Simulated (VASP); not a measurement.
# GaAs (F-43m) in VASP: notebook

GaAs is run at these levels: PBE; tasks: vibrations by perturbation theory, elastic constants.

Program: VASP 6.6.1. These are calculated values, not measurements. Logs are shortened: lines on timing, memory, paths and dates and some standing lists are left out, and cuts for length are marked.

**1. The cell of the first run**

Symmetry: F-43m, No. 216, cubic system. The conventional cell has a = 5.744 Å, b = 5.744 Å, c = 5.744 Å, α = 90.00°, β = 90.00°, γ = 90.00°. Ga (site symmetry -43m) has 4 As at 2.49 Å within 3.3 Å. As (site symmetry -43m) has 4 Ga at 2.49 Å within 3.3 Å.

**2. Vibrations by perturbation theory, PBE**

Contents of INCAR:

```
SYSTEM = GaAs
  PREC = Accurate
  ENCUT = 520
  EDIFF = 1E-8
  ISMEAR = -1
  SIGMA = 0.15
  LREAL = .False.
  LASPH = .True.
  NELM = 100
  ALGO = Normal
  ISIF = 2
  LWAVE = .False.
  LCHARG = .True.
  GGA = PE
  IBRION = 8
  NSW = 1
```

Contents of KPOINTS:

```
regular mesh
0
Gamma
  10 10 10
  0 0 0
```

Contents of POSCAR:

```
GaAs
1.0
    0.0000000000      2.8719000000      2.8719000000
    2.8719000000      0.0000000000      2.8719000000
    2.8719000000      2.8719000000      0.0000000000
Ga As
1 1
Direct
    0.0000000000      0.0000000000      0.0000000000
    0.2500000000      0.2500000000      0.2500000000
```

Potentials or basis: VASP PAW PBE potentials, release 64 (Ga_d, As).

Launch:

```bash
> cat potpaw_PBE.64/Ga_d/POTCAR potpaw_PBE.64/As/POTCAR > POTCAR
> mpirun -np 1 vasp_std > vasp.out
```

OUTCAR:

```text
SYSTEM = GaAs
   PREC = Accurate
   ENCUT = 520
   EDIFF = 1E-8
   ISMEAR = -1
   LREAL = .False.
   LASPH = .True.
   NELM = 100
   ISIF = 2
   GGA = PE
   IBRION = 8
   NSW = 1

 ion  position               nearest neighbor table
   1  0.000  0.000  0.000-   2 2.49   2 2.49   2 2.49   2 2.49
   2  0.250  0.250  0.250-   1 2.49   1 2.49   1 2.49   1 2.49

  LATTYP: Found a face centered cubic cell.
 ALAT       =     5.7438000000

  Lattice vectors:

 A1 = (   0.0000000000,   2.8719000000,   2.8719000000)
 A2 = (   2.8719000000,   0.0000000000,   2.8719000000)
 A3 = (   2.8719000000,   2.8719000000,   0.0000000000)

Analysis of symmetry for initial positions (statically):
=====================================================================
 Subroutine PRICEL returns:
 Original cell was already a primitive cell.

 Routine SETGRP: Setting up the symmetry group for a
 face centered cubic supercell.

 Subroutine GETGRP returns: Found 24 space group operations
 (whereof 24 operations were pure point group operations)
 out of a pool of 48 trial point group operations.

The static configuration has the point symmetry T_d .

Analysis of symmetry for dynamics (positions and initial velocities):
=====================================================================
 Subroutine PRICEL returns:
 Original cell was already a primitive cell.

 Routine SETGRP: Setting up the symmetry group for a
 face centered cubic supercell.

 Subroutine GETGRP returns: Found 24 space group operations
 (whereof 24 operations were pure point group operations)
 out of a pool of 48 trial point group operations.

The dynamic configuration has the point symmetry T_d .

 Subroutine INISYM returns: Found 24 space group operations
 (whereof 24 operations are pure point group operations),
 and found     1 'primitive' translations

----------------------------------------------------------------------------------------

                                     Primitive cell

  volume of cell :      47.3738

  direct lattice vectors                    reciprocal lattice vectors
     0.000000000  2.871900000  2.871900000    -0.174100770  0.174100770  0.174100770
     2.871900000  0.000000000  2.871900000     0.174100770 -0.174100770  0.174100770
     2.871900000  2.871900000  0.000000000     0.174100770  0.174100770 -0.174100770

  length of vectors
     4.061479930  4.061479930  4.061479930     0.301551378  0.301551378  0.301551378

  position of ions in fractional coordinates (direct lattice)
     0.000000000  0.000000000  0.000000000
     0.250000000  0.250000000  0.250000000

  ion indices of the primitive-cell ions
   primitive index   ion index
                 1           1
                 2           2

----------------------------------------------------------------------------------------

 KPOINTS: regular mesh

Automatic generation of k-mesh.
 Grid dimensions read from file:
 generate k-points for:   10   10   10

 Generating k-lattice:

  Cartesian coordinates                     Fractional coordinates (reciprocal lattice)
    -0.017410077  0.017410077  0.017410077     0.100000000  0.000000000  0.000000000
     0.017410077 -0.017410077  0.017410077     0.000000000  0.100000000  0.000000000
     0.017410077  0.017410077 -0.017410077     0.000000000  0.000000000  0.100000000

  Length of vectors
     0.030155138  0.030155138  0.030155138

  Shift w.r.t. Gamma in fractional coordinates (k-lattice)
     0.000000000  0.000000000  0.000000000

 Subroutine IBZKPT returns following result:
 ===========================================

 Found     47 irreducible k-points:

 Following reciprocal coordinates:
            Coordinates               Weight
  0.000000  0.000000  0.000000      1.000000
  0.100000  0.000000  0.000000      8.000000
  0.200000  0.000000  0.000000      8.000000
  0.300000  0.000000  0.000000      8.000000
  0.400000  0.000000  0.000000      8.000000
  0.500000  0.000000  0.000000      4.000000
[... 16 lines left out ...]
  0.300000  0.300000  0.000000      6.000000
  0.400000  0.300000  0.000000     24.000000
 [... further k-points ...]
   k-points           NKPTS =     47   k-points in BZ     NKDIM =     47   number of bands    NBANDS=     13
   number of dos      NEDOS =    301   number of ions     NIONS =      2
   total plane-waves  NPLWV =  27000
   dimension x,y,z NGX =    30 NGY =   30 NGZ =   30
   dimension x,y,z NGXF=    60 NGYF=   60 NGZF=   60
   ions per type =               1   1
   NGX,Y,Z   is equivalent  to a cutoff of  12.28, 12.28, 12.28 a.u.
   NGXF,Y,Z  is equivalent  to a cutoff of  24.56, 24.56, 24.56 a.u.
 SYSTEM =  GaAs
   PREC   = accura    normal or accurate (medium, high low for compatibility)
   ISTART =      0    job   : 0-new  1-cont  2-samecut
   ICHARG =      2    charge: 1-file 2-atom 10-const
   ISPIN  =      1    spin polarized calculation?
   LNONCOLLINEAR =      F non collinear calculations
   LSORBIT =      F    spin-orbit coupling
   LASPH  =      T    aspherical Exc in radial PAW
   ENCUT  =  520.0 eV  38.22 Ry    6.18 a.u.   7.55  7.55  7.55*2*pi/ulx,y,z
   NELM   =    100;   NELMIN=  2; NELMDL= -5     # of ELM steps
   EDIFF  = 0.1E-07   stopping-criterion for ELM
   LREAL  =      F    real-space projection
   EDIFFG = 0.1E-06   stopping-criterion for IOM
   NSW    =      1    number of steps for IOM
   IBRION =      8    ionic relax: 0-MD 1-quasi-New 2-CG
   NFREE  =      0    steps in history (QN), initial steepest desc. (CG)
   ISIF   =      2    stress and relaxation
   ISYM   =      2    0-nonsym 1-usesym 2-fastsym
   POTIM  = 0.5000    time-step for ionic-motion
   TEBEG  =    0.0;   TEEND  =   0.0 temperature during run
   PSTRESS=    0.0 pullay stress
   NELECT =      18.0000    total number of electrons
   NUPDOWN=      -1.0000    fix difference up-down
   EMIN   =  10.00;   EMAX   =-10.00  energy-range for DOS
   EFERMI =   0.00;   METHOD = LEGACY
   ISMEAR =    -1;   SIGMA  =   0.15  broadening in eV -4-tet -1-fermi 0-gaus
   EFERMI_NEDOS =   21; number of points for ismear=-14 and -15
   IALGO  =     38    algorithm
   IMIX   =      4    mixing-type and parameters
     AMIX     =   0.40;   BMIX     =  1.00
     AMIX_MAG =   1.60;   BMIX_MAG =  1.00
  volume/ion in A,a.u.               =      23.69       159.85
  Fermi-wavevector in a.u.,A,eV,Ry     =   1.185731  2.240708 19.129236  1.405959
  Thomas-Fermi vector in A             =   2.321919
   LORBIT       =      0    0 simple, 1 ext, 2 COOP (PROOUT), +10 PAW based schemes
   GGA     = PE    functional components
   LHFCALC =     F    Hartree Fock is set to
   AEXX    =    0.0000 exact exchange contribution
   IVDW    =     0    specifies the selected vdW correction
   LEPSILON=     F    determine dielectric tensor
   LRPA    =     F    only Hartree local field effects (RPA)
 non-spin polarized calculation
  energy-cutoff  :      520.00
  volume of cell :       47.37
 maximum number of plane-waves:      1298
   NGX = 15   NGY = 15   NGZ = 15

--------------------------------------- Ionic step        1  -------------------------------------------

 number of electron      17.9999987 magnetization

 Free energy of the ion-electron system (eV)
  ---------------------------------------------------
  ext. energy  EPLUGINS =         0.00000000
  ---------------------------------------------------
  free energy    TOTEN  =        -8.27620084 eV

  energy without entropy =       -8.27350665  energy(sigma->0) =       -8.27485374

 E-fermi :   3.8807     XC(G=0):  -9.3765

 val. band max:        3.6660429252   @ k =   0.0000   0.0000   0.0000
 cond. band min:       4.3682156735   @ k =   0.5000   0.0000   0.0000
 fundamental gap:      0.7021727483
 Fermi energy:         3.8806959083

 k-point     1 :       0.0000    0.0000    0.0000
  band No.  band energies     occupation
      1     -11.2295      2.00000
      2     -11.2295      2.00000
      3     -11.2295      2.00000
      4     -11.1613      2.00000
      5     -11.1613      2.00000
      6      -8.8987      2.00000
      7       3.4964      1.85671
      8       3.4964      1.85671
      9       3.4964      1.85671
     10       3.6660      1.61412
     11       7.2131      0.00000
     12       7.2131      0.00000
     13       7.2131      0.00000
[... 354 lines left out ...]
  band No.  band energies     occupation
      1     -11.3061      2.00000
      2     -11.1989      2.00000
      3     -11.1977      2.00000
      4     -11.1757      2.00000
      5     -11.1531      2.00000
      6      -7.2893      2.00000
      7      -2.0461      2.00000
      8       1.0709      2.00000
      9       1.3876      2.00000
     10       5.3790      0.00009
     11       6.3246      0.00000
     12      10.5822      0.00000
     13      11.2134      0.00000

 [... further k-points ...]
[... 5 lines left out ...]
  --------------------------------------------------------------------------------------
  -------------------------------------------------------------------------------------
  Total        0.0779196      0.0779196      0.0779196      0.0000000     -0.0000000     -0.0000000
  in kB        2.6352358      2.6352358      2.6352358      0.0000000     -0.0000000     -0.0000000
  external PRESSURE =       2.6352358 kB  Pullay stress =       0.0000000 kB

 VOLUME and BASIS-vectors are now :
 -----------------------------------------------------------------------------
  energy-cutoff  :      520.00
  volume of cell :       47.37
      direct lattice vectors                 reciprocal lattice vectors
     0.000000000  2.871900000  2.871900000    -0.174100770  0.174100770  0.174100770
     2.871900000  0.000000000  2.871900000     0.174100770 -0.174100770  0.174100770
     2.871900000  2.871900000  0.000000000     0.174100770  0.174100770 -0.174100770

 POSITION                                       TOTAL-FORCE (eV/Angst)
 -----------------------------------------------------------------------------------
      0.00000      0.00000      0.00000        -0.000000     -0.000000      0.000000
      1.43595      1.43595      1.43595         0.000000      0.000000     -0.000000
 -----------------------------------------------------------------------------------
    total drift:                                0.000002      0.000002      0.000002

  FREE ENERGIE OF THE ION-ELECTRON SYSTEM (eV)
  ---------------------------------------------------
  free  energy   TOTEN  =        -8.2762008383 eV

  energy  without entropy=       -8.2735066463  energy(sigma->0) =       -8.27485374

[... ionic steps 2 to 3 ...]

--------------------------------------- Ionic step        4  -------------------------------------------

------------------------ aborting loop because EDIFF is reached ----------------------------------------

[... ionic steps 5 to 6 ...]

--------------------------------------- Ionic step        7  -------------------------------------------

 Free energy of the ion-electron system (eV)
  ---------------------------------------------------
  ---------------------------------------------------
  free energy    TOTEN  =        -0.04378251 eV

  energy without entropy =       -0.04378251

------------------------ aborting loop because EDIFF is reached ----------------------------------------

 INTERNAL STRAIN TENSOR  FOR ION    2  DIRECTION 1   (eV/Angst):
 -----------------------------------------------------------------------------
     0.00580  0.00000  0.00000
     0.00000 -0.00139 -6.07990
     0.00000 -6.07990 -0.00139

 INTERNAL STRAIN TENSOR FOR ION    2 for displacements in x,y,z  (eV/Angst):
          X           Y           Z          XY          YZ          ZX
  --------------------------------------------------------------------------------
  x    -0.00000    -0.00000    -0.00000     0.00000    -6.07990     0.00000
  y     0.00000    -0.00000     0.00000     0.00000     0.00000    -6.07990
  z    -0.00000    -0.00000    -0.00000    -6.07990     0.00000     0.00000

 SECOND DERIVATIVES (NOT SYMMETRIZED)
 ------------------------------------
               1X          1Y          1Z          2X          2Y          2Z
  1X    -8.390931    0.000000    0.000000    8.390931    0.000000    0.000000
  1Y     0.000000   -8.390931    0.000000    0.000000    8.390931    0.000000
  1Z     0.000000    0.000000   -8.390931    0.000000    0.000000    8.390931
  2X     8.438676    0.000000    0.000000   -8.438676    0.000000    0.000000
  2Y     0.000000    8.438676    0.000000    0.000000   -8.438676    0.000000
  2Z     0.000000    0.000000    8.438676    0.000000    0.000000   -8.438676

 Eigenvectors and eigenvalues of the dynamical matrix
 ----------------------------------------------------

   1 f  =    7.545882 THz    47.412174 2PiTHz  251.703527 cm-1    31.207246 meV
             X         Y         Z           dx          dy          dz
      0.000000  0.000000  0.000000     0.000000    0.718717    0.000000
      1.435950  1.435950  1.435950     0.000000   -0.695302    0.000000
[... 21 lines left out ...]
   6 f/i=    0.010698 THz     0.067216 2PiTHz    0.356838 cm-1     0.044242 meV
             X         Y         Z           dx          dy          dz
      0.000000  0.000000  0.000000     0.000000    0.000000   -0.695302
      1.435950  1.435950  1.435950     0.000000    0.000000   -0.718717

--------------------------------------------------------------------------------------------------------

 ELASTIC MODULI CONTR FROM IONIC RELAXATION (kBar)
 Direction    XX          YY          ZZ          XY          YZ          ZX
 --------------------------------------------------------------------------------
 XX          -0.0000      0.0000      0.0000      0.0000     -0.0000      0.0000
 YY           0.0000     -0.0000     -0.0000      0.0000      0.0000     -0.0000
 ZZ           0.0000     -0.0000     -0.0000      0.0000      0.0000      0.0000
 XY           0.0000      0.0000      0.0000   -146.6998      0.0000      0.0000
 YZ          -0.0000      0.0000      0.0000      0.0000   -146.6998      0.0000
 ZX           0.0000     -0.0000      0.0000      0.0000      0.0000   -146.6998
 --------------------------------------------------------------------------------
```

Wall time 3.3 min (1 thread of AMD EPYC 9R45 (Zen 5), shared host); peak memory 0.37 GiB.

Results:

```
Highest phonon frequency at Γ, LO-TO splitting left out : 252 cm⁻¹
```

Phonon frequencies in cm⁻¹ (negative: imaginary):
| q point | frequencies |
| --- | --- |
| (0.000, 0.000, 0.000) | 0 0 0 252 252 252 |

**3. Elastic constants, PBE**

Contents of INCAR:

```
SYSTEM = GaAs
PREC     = Accurate       ! precision mode
ENCUT    = 600            ! plane-wave cutoff, eV
EDIFF    = 1E-8           ! SCF threshold, eV
ISMEAR   = -1             ! smearing method
SIGMA    = 0.15           ! smearing width, eV
LREAL    = .False.        ! projectors in reciprocal space
LASPH    = .True.         ! aspherical terms in the spheres
NELM     = 80             ! most SCF steps
ALGO     = Normal         ! electronic algorithm
ISIF     = 3              ! what is computed and relaxed
LWAVE    = .False.        ! write WAVECAR
LCHARG   = .False.        ! write CHGCAR
GGA      = PE             ! functional
IBRION   = 6              ! ionic algorithm
NFREE    = 2            
POTIM    = 0.015          ! step
NSW      = 1              ! ionic steps
```

Contents of KPOINTS:

```
Automatic mesh
0
Gamma
  10 10 10
  0 0 0
```

POSCAR is that of step 2.

Potentials or basis: VASP PAW PBE potentials, release 64 (Ga_d, As).

Launch:

```bash
> cat potpaw_PBE.64/Ga_d/POTCAR potpaw_PBE.64/As/POTCAR > POTCAR
> mpirun -np 1 vasp_std > vasp.out
```

OUTCAR:

```text
SYSTEM = GaAs
   PREC = Accurate
   ENCUT = 600
   EDIFF = 1E-8
   ISMEAR = -1
   LREAL = .False.
   LASPH = .True.
   NELM = 80
   ISIF = 3
   GGA = PE
   IBRION = 6
   NFREE = 2
   POTIM = 0.015
   NSW = 1

 ion  position               nearest neighbor table
   1  0.000  0.000  0.000-   2 2.49   2 2.49   2 2.49   2 2.49
   2  0.250  0.250  0.250-   1 2.49   1 2.49   1 2.49   1 2.49

[... 831 lines left out ...]
             X         Y         Z           dx          dy          dz
      0.000000  0.000000  0.000000    -0.719359    0.000000   -0.000000
      1.435950  1.435950  1.435950     0.694638   -0.000000   -0.000000
[... 21 lines left out ...]
   6 f/i=    0.003731 THz     0.023444 2PiTHz    0.124463 cm-1     0.015431 meV
             X         Y         Z           dx          dy          dz
      0.000000  0.000000  0.000000     0.672878   -0.104739   -0.137068
      1.435950  1.435950  1.435950     0.696824   -0.108466   -0.141946

--------------------------------------------------------------------------------------------------------

 ELASTIC MODULI CONTR FROM IONIC RELAXATION (kBar)
 Direction    XX          YY          ZZ          XY          YZ          ZX
 --------------------------------------------------------------------------------
 XX          -0.0000     -0.0000     -0.0000      0.0000      0.0000     -0.0000
 YY          -0.0000     -0.0000     -0.0000      0.0000      0.0000      0.0000
 ZZ          -0.0000     -0.0000     -0.0000      0.0000      0.0000     -0.0000
 XY           0.0000      0.0000      0.0000   -161.1224      0.0000      0.0000
 YZ           0.0000      0.0000      0.0000      0.0000   -161.1224      0.0000
 ZX          -0.0000      0.0000     -0.0000      0.0000      0.0000   -161.1224
 --------------------------------------------------------------------------------

 TOTAL ELASTIC MODULI (kBar)
 Direction    XX          YY          ZZ          XY          YZ          ZX
 --------------------------------------------------------------------------------
 XX         989.8640    419.7474    419.7474      0.0000      0.0000     -0.0000
 YY         419.7474    989.8640    419.7474     -0.0000      0.0000      0.0000
 ZZ         419.7474    419.7474    989.8640      0.0000      0.0000     -0.0000
 XY           0.0000     -0.0000      0.0000    505.0026      0.0000      0.0000
 YZ           0.0000      0.0000      0.0000      0.0000    505.0026      0.0000
 ZX          -0.0000      0.0000     -0.0000      0.0000      0.0000    505.0026
 --------------------------------------------------------------------------------
```

Wall time 12 min (1 thread of AMD EPYC 9R45 (Zen 5), shared host); peak memory 0.46 GiB.

What came out:

- Elastic constants C11, C12, C44: 99, 42, 51 GPa
- Voigt bulk modulus: 61 GPa
- Highest phonon frequency at Γ, LO-TO splitting left out: 252 cm⁻¹

Phonon frequencies in cm⁻¹ (negative: imaginary):
```csv
q point,frequencies
"(0.000, 0.000, 0.000)",0 0 0 252 252 252
```

Elastic tensor in Voigt notation (GPa, in the Cartesian axes of the cell as first typed):
```
99 42 42  0  0  0
42 99 42  0  0  0
42 42 99  0  0  0
 0  0  0 51  0  0
 0  0  0  0 51  0
 0  0  0  0  0 51
```

Clamped-ion elastic tensor (GPa):
```
99 42 42  0  0  0
42 99 42  0  0  0
42 42 99  0  0  0
 0  0  0 67  0  0
 0  0  0  0 67  0
 0  0  0  0  0 67
```
